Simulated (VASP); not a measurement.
Input of a VASP 6.6.1 run:

File INCAR:

```
PREC = Accurate
ENCUT = 520
EDIFF = 1E-6
ISMEAR = -4
SIGMA = 0.1
LREAL = F
LASPH = T
NELM = 60
ALGO = Normal
ISIF = 2
LWAVE = F
LCHARG = F
GGA = PE
IVDW = 12
NBANDS = 68
```

File KPOINTS:

```
Automatic mesh
0
Gamma
  3 3 3
```

Contents of POSCAR:

```
TaGe2
1.0
    4.9571800000      0.1822850000     -0.3149460000
    0.8644400000      5.4428260000     -0.0252160000
   -0.2768310000     -0.9573070000      5.3865540000
Ge Ta
6 3
Direct
    0.9080085483      0.9160873392      0.0670530210
    0.1483883470      0.1746195891      0.3662158634
    0.9649854624      0.0094044607      0.6813406965
    0.7116472942      0.7674051269      0.3795002067
    0.2730161279      0.6802924348      0.2613185705
    0.0220027996      0.5774234064      0.7050067636
    0.4436431401      0.8092634219      0.8498490907
    0.8133455785      0.3919870970      0.0236092098
    0.6081666085      0.3567467122      0.4935772232
```

Potentials or basis: VASP PAW PBE potentials, release 64 (Ge_d, Ta_pv).

Run with:

```console
$ cat potpaw_PBE.64/Ge_d/POTCAR potpaw_PBE.64/Ta_pv/POTCAR > POTCAR
$ mpirun -np 1 vasp_std > vasp.out
```

(1) Predict the largest force.

(2) What does it give for the dispersion energy per atom?

Answers

(1) 3.461 eV/Å.

(2) -0.516 eV.

Caveat: the k points lie up to 0.43 Å⁻¹ apart.
